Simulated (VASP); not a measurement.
# K7Zn8CdF23 (a cell with a defect) in VASP: single point with PBEsol

Aim: the single point of K7Zn8CdF23 (a cell with a defect) with PBEsol.

All numbers are computed with VASP 6.6.1; they aren't measurements. Logs are shortened: lines on timing, memory, paths and dates and some standing lists are left out, and cuts for length are marked.

**1. The cell of the first run**

The cell holds a defect, 39 atoms: a = 8.105 Å, b = 8.105 Å, c = 8.105 Å, α = 90.00°, β = 90.00°, γ = 90.00°.

**2. Single point, PBEsol, collinear spin**

The input, INCAR:

```
PREC = Accurate ; ENCUT = 520
EDIFF = 1E-6 ; ISMEAR = -1
SIGMA = 0.05 ; LREAL = Auto
LASPH = T ; NELM = 200
ALGO = Normal ; ISIF = 2
LWAVE = F ; LCHARG = T
ISPIN = 2 ; MAGMOM = 0 0 0 0 0 0 0 0.333 0.333 0.333 0 0 0 0 0 0 0 0 0 0 0 0 0 0 0 0 0 0 0 0 0 0 0 0 0 0 0 0 0
LORBIT = 11 ; GGA = PS
LELF = T ; LVHAR = T
NBANDS = 195 ; NELECT = 333.0
ISYM = 0 ; GGA_COMPAT = F
```

The input, KPOINTS:

```
Automatic mesh
0
Gamma
  1 1 1
  0.25 0.25 0.25
```

The input, POSCAR:

```
K7Zn8CdF23
1.0
    8.1045260000      0.0000000000      0.0000000000
    0.0000000000      8.1045260000      0.0000000000
    0.0000000000      0.0000000000      8.1045260000
K Cd Zn F
7 1 8 23
Direct
    0.9945710000      0.9945280000      0.0003960000
    0.0010340000      0.0013370000      0.4998480000
    0.9951560000      0.5058970000      0.0001520000
    0.0016100000      0.4986450000      0.4996840000
    0.5058730000      0.9950480000      0.0001440000
    0.4990960000      0.0013070000      0.4996920000
    0.5063100000      0.5063470000      0.9999570000
    0.4972740000      0.4975010000      0.4984120000
    0.2511420000      0.2509430000      0.2436070000
    0.2513150000      0.2511560000      0.7528620000
    0.2515170000      0.7486270000      0.2511970000
    0.2514470000      0.7486630000      0.7495610000
    0.7487430000      0.2514730000      0.2510680000
    0.7487050000      0.2515080000      0.7495880000
    0.7489750000      0.7488860000      0.2528190000
    0.7487430000      0.7487300000      0.7469260000
    0.2377930000      0.2371350000      0.4996840000
    0.2494790000      0.7541020000      0.0001340000
    0.2362960000      0.7639600000      0.5005740000
    0.7541060000      0.2484200000      0.0000710000
    0.7634040000      0.2370170000      0.5005460000
    0.7509470000      0.7516680000      0.9998450000
    0.7644010000      0.7634020000      0.4998220000
    0.9988330000      0.2480180000      0.2449310000
    0.0001980000      0.2484600000      0.7572560000
    0.9995200000      0.7518730000      0.2474080000
    0.9997390000      0.7517530000      0.7526590000
    0.5015880000      0.2363320000      0.2307100000
    0.5000330000      0.2372330000      0.7705290000
    0.5008910000      0.7634880000      0.2389240000
    0.5004400000      0.7635580000      0.7606130000
    0.2471450000      0.9987050000      0.2445180000
    0.2475330000      0.0001070000      0.7577730000
    0.2369190000      0.5015760000      0.2307660000
    0.2376230000      0.5000960000      0.7705850000
    0.7525910000      0.9994560000      0.2481740000
    0.7523220000      0.9996960000      0.7518780000
    0.7626500000      0.5008830000      0.2379750000
    0.7626920000      0.5005550000      0.7614840000
```

Potentials or basis: VASP PAW PBE potentials, release 64 (K_sv, Cd, Zn, F).

Command:

```bash
$ cat potpaw_PBE.64/K_sv/POTCAR potpaw_PBE.64/Cd/POTCAR potpaw_PBE.64/Zn/POTCAR potpaw_PBE.64/F/POTCAR > POTCAR
$ mpirun -np 1 vasp_std > vasp.out
```

OUTCAR:

```text
PREC = Accurate
   ENCUT = 520
   EDIFF = 1E-6
   ISMEAR = -1
   LREAL = Auto
   LASPH = T
   NELM = 200
   ISIF = 2
   ISPIN = 2
   LORBIT = 11
   GGA = PS
   NELECT = 333.0
   ISYM = 0

 ion  position               nearest neighbor table
   1  0.995  0.995  0.000-  22 2.79  26 2.81  36 2.81  27 2.81  37 2.81  20 2.83  18 2.84  33 2.84
                            32 2.85  25 2.85  24 2.85
   2  0.001  0.001  0.500-  17 2.71  19 2.71  21 2.71  23 2.72
   3  0.995  0.506  0.000-  38 2.70  39 2.70  35 2.71  34 2.71  22 2.81  26 2.83  27 2.83
   4  0.002  0.499  0.500-  17 2.86
   5  0.506  0.995  0.000-  30 2.70  31 2.70  28 2.70  29 2.71  22 2.80  37 2.84  36 2.84  18 2.85

   6  0.499  0.001  0.500-  17 2.85
   7  0.506  0.506  1.000-  22 2.81  38 2.84  39 2.84  30 2.85  31 2.85
   8  0.497  0.498  0.498-
   9  0.251  0.251  0.244-  28 2.04  34 2.04  32 2.04  24 2.05  17 2.08
  10  0.251  0.251  0.753-  29 2.02  35 2.03  33 2.04  25 2.04  17 2.06
  11  0.252  0.749  0.251-  34 2.01  30 2.03  32 2.03  19 2.03  18 2.04  26 2.04
  12  0.251  0.749  0.750-  31 2.02  35 2.02  19 2.03  18 2.03  33 2.04  27 2.04
  13  0.749  0.251  0.251-  28 2.01  38 2.03  24 2.03  21 2.03  20 2.03  36 2.04
  14  0.749  0.252  0.750-  39 2.02  21 2.03  29 2.03  20 2.03  25 2.04  37 2.04
  15  0.749  0.749  0.253-  23 2.01  38 2.02  30 2.02  26 2.03  36 2.03  22 2.05
  16  0.749  0.749  0.747-  23 2.01  39 2.02  31 2.02  37 2.03  27 2.03  22 2.05
  17  0.238  0.237  0.500-  10 2.06   9 2.08   2 2.71   6 2.85   4 2.86
  18  0.249  0.754  0.000-  12 2.03  11 2.04   1 2.84   5 2.85
  19  0.236  0.764  0.501-  12 2.03  11 2.03   2 2.71
  20  0.754  0.248  0.000-  14 2.03  13 2.03   1 2.83
  21  0.763  0.237  0.501-  14 2.03  13 2.03   2 2.71
  22  0.751  0.752  1.000-  16 2.05  15 2.05   1 2.79   5 2.80   7 2.81   3 2.81
  23  0.764  0.763  0.500-  15 2.01  16 2.01   2 2.72
  24  0.999  0.248  0.245-  13 2.03   9 2.05   1 2.85
  25  0.000  0.248  0.757-  10 2.04  14 2.04   1 2.85
  26  1.000  0.752  0.247-  15 2.03  11 2.04   1 2.81   3 2.83
  27  1.000  0.752  0.753-  16 2.03  12 2.04   1 2.81   3 2.83
  28  0.502  0.236  0.231-  13 2.01   9 2.04   5 2.70
  29  0.500  0.237  0.771-  10 2.02  14 2.03   5 2.71
  30  0.501  0.763  0.239-  15 2.02  11 2.03   5 2.70   7 2.85
  31  0.500  0.764  0.761-  16 2.02  12 2.02   5 2.70   7 2.85
  32  0.247  0.999  0.245-  11 2.03   9 2.04   1 2.85
  33  0.248  0.000  0.758-  10 2.04  12 2.04   1 2.84
  34  0.237  0.502  0.231-  11 2.01   9 2.04   3 2.71
  35  0.238  0.500  0.771-  12 2.02  10 2.03   3 2.71
  36  0.753  0.999  0.248-  15 2.03  13 2.04   1 2.81   5 2.84
  37  0.752  1.000  0.752-  16 2.03  14 2.04   1 2.81   5 2.84
  38  0.763  0.501  0.238-  15 2.02  13 2.03   3 2.70   7 2.84
  39  0.763  0.501  0.761-  16 2.02  14 2.02   3 2.70   7 2.84

IMPORTANT INFORMATION: All symmetrisations will be switched off!
[... 192 lines left out ...]
  free energy    TOTEN  =      -157.68257804 eV

  energy without entropy =     -157.68148480  energy(sigma->0) =     -157.68203142

 E-fermi :   2.6949     XC(G=0): -10.1717

 val. band max:        2.3715858920   @ k =  -0.2500   0.2500   0.2500
 cond. band min:       3.0142983839   @ k =   0.2500   0.2500   0.2500
 fundamental gap:      0.6427124919
 Fermi energy:         2.6948524965

 spin component 1

 k-point     1 :       0.2500    0.2500    0.2500
  band No.  band energies     occupation
      1     -28.0941      1.00000
      2     -28.0899      1.00000
      3     -28.0530      1.00000
      4     -27.8588      1.00000
      5     -27.7338      1.00000
      6     -27.7274      1.00000
[... 713 lines left out ...]
    177       7.2093      0.00000
    178       7.3276      0.00000
 Fermi energy:         2.6948524965

 spin component 2

 k-point     1 :       0.2500    0.2500    0.2500
  band No.  band energies     occupation
      1     -28.0935      1.00000
      2     -28.0892      1.00000
      3     -28.0469      1.00000
      4     -27.8521      1.00000
      5     -27.7332      1.00000
      6     -27.7217      1.00000
[... 713 lines left out ...]
    177       7.3020      0.00000
    178       7.4655      0.00000
 [bands above 178 left out]

------------------------ aborting loop because EDIFF is reached ----------------------------------------

  FORCE on cell =-STRESS in cart. coord.  units (eV):
  Direction    XX          YY          ZZ          XY          YZ          ZX
  --------------------------------------------------------------------------------------
  -------------------------------------------------------------------------------------
  Total       11.5460579     11.5574990      7.9875253      0.0644237     -0.0015035     -0.0082101
  in kB       34.7505317     34.7849662     24.0403048      0.1938981     -0.0045250     -0.0247103
  external PRESSURE =      31.1919343 kB  Pullay stress =       0.0000000 kB

 VOLUME and BASIS-vectors are now :
 -----------------------------------------------------------------------------
  energy-cutoff  :      520.00
  volume of cell :      532.33
      direct lattice vectors                 reciprocal lattice vectors
     8.104526000  0.000000000  0.000000000     0.123387845  0.000000000  0.000000000
     0.000000000  8.104526000  0.000000000     0.000000000  0.123387845  0.000000000
     0.000000000  0.000000000  8.104526000     0.000000000  0.000000000  0.123387845

 POSITION                                       TOTAL-FORCE (eV/Angst)
 -----------------------------------------------------------------------------------
      8.06053      8.06018      0.00321         0.002750      0.000883     -0.002023
      0.00838      0.01084      4.05103         0.002132     -0.002388     -0.000035
      8.06527      4.10006      0.00123         0.000242      0.002740     -0.001274
      0.01305      4.04128      4.04970         0.003665     -0.001140     -0.000192
      4.09986      8.06439      0.00117         0.000670     -0.000981     -0.000110
      4.04494      0.01059      4.04977        -0.004812      0.002704      0.000255
[... 31 lines left out ...]
      6.18092      4.05942      1.92867         0.000999     -0.006791      0.004488
      6.18126      4.05676      6.17147         0.002932      0.007150      0.002283
 -----------------------------------------------------------------------------------
    total drift:                                0.021600      0.009142      0.000169

  FREE ENERGIE OF THE ION-ELECTRON SYSTEM (eV)
  ---------------------------------------------------
  free  energy   TOTEN  =      -157.6825780433 eV

  energy  without entropy=     -157.6814848006  energy(sigma->0) =     -157.68203142

 total charge

# of ion       s       p       d       tot
------------------------------------------
    1        1.956   5.577   0.028   7.560
    2        1.955   5.580   0.029   7.564
    3        1.957   5.580   0.031   7.568
    4        1.954   5.574   0.023   7.552
    5        1.957   5.580   0.031   7.568
    6        1.954   5.574   0.023   7.552
[... 31 lines left out ...]
   38        1.735   4.348   0.000   6.083
   39        1.735   4.348   0.000   6.083
--------------------------------------------------
tot         57.342 142.006  89.216 288.564

 magnetization (x)

# of ion       s       p       d       tot
------------------------------------------
    1        0.002   0.002   0.002   0.006
    2        0.000   0.000   0.000   0.000
    3        0.002   0.001   0.002   0.005
    4        0.000   0.000   0.000   0.001
    5        0.002   0.001   0.002   0.005
    6        0.000   0.000   0.000   0.001
[... 31 lines left out ...]
   38        0.000   0.002   0.000   0.002
   39        0.000   0.002   0.000   0.002
--------------------------------------------------
tot          0.260   0.180   0.021   0.462
```

Run time: 66 min. Hardware: 1 thread of Intel Xeon 8259CL, shared host; peak memory 1 GiB.

Results:

| Item | Value |
| --- | --- |
| Free energy | -157.6826 eV |
| Largest force | 0.054 eV/Å |
| Net moment | 1.00 μB per cell |
| Site moments | K +0.01, +0.00 (each value once); Cd +0.03; Zn +0.11, +0.09, +0.01, +0.00 (each value once); F +0.00, +0.01, +0.02 (each value once) μB |
| Valence electrons inside the program's atomic spheres | K 7.56, 7.57, 7.55 (each value once); Cd 10.33; Zn 10.65, 10.66, 10.69, 10.70 (each value once); F 6.07, 6.09, 6.08 (each value once) |

Forces in eV/Å, atoms in the order of the input:
```
K    0.003  0.001 -0.002
K    0.002 -0.002  0.000
K    0.000  0.003 -0.001
K    0.004 -0.001  0.000
K    0.001 -0.001  0.000
K   -0.005  0.003  0.000
K   -0.006 -0.003  0.000
Cd   0.003  0.001  0.017
Zn  -0.004 -0.002 -0.045
Zn   0.000  0.005  0.054
Zn   0.001  0.007  0.004
Zn  -0.003 -0.004 -0.011
Zn  -0.002  0.002  0.007
Zn  -0.010 -0.004 -0.013
Zn  -0.009 -0.007 -0.005
Zn  -0.005 -0.003  0.000
F    0.003  0.005 -0.032
F   -0.004 -0.003 -0.010
F   -0.001  0.001  0.012
F    0.004  0.004 -0.011
F    0.007 -0.001  0.012
F    0.003  0.002 -0.013
F    0.003  0.002  0.023
F    0.031  0.004 -0.006
F   -0.007 -0.007 -0.005
F    0.002 -0.001 -0.001
F   -0.004  0.000  0.002
F   -0.041  0.001  0.003
F    0.012  0.000  0.008
F   -0.001  0.000  0.002
F    0.017 -0.001  0.004
F    0.004  0.037 -0.006
F   -0.005  0.002 -0.005
F    0.001 -0.051  0.001
F    0.002  0.001  0.007
F    0.001  0.006  0.001
F    0.001  0.004  0.001
F    0.001 -0.007  0.004
F    0.003  0.007  0.002
```

Caveat: the cell carries a net charge on a neutralising background, which shifts energy and pressure; the cell is charged against a uniform background, so pressure and absolute levels hang on convention; the PAW data sets were made with another functional, which shifts forces and pressure a little.
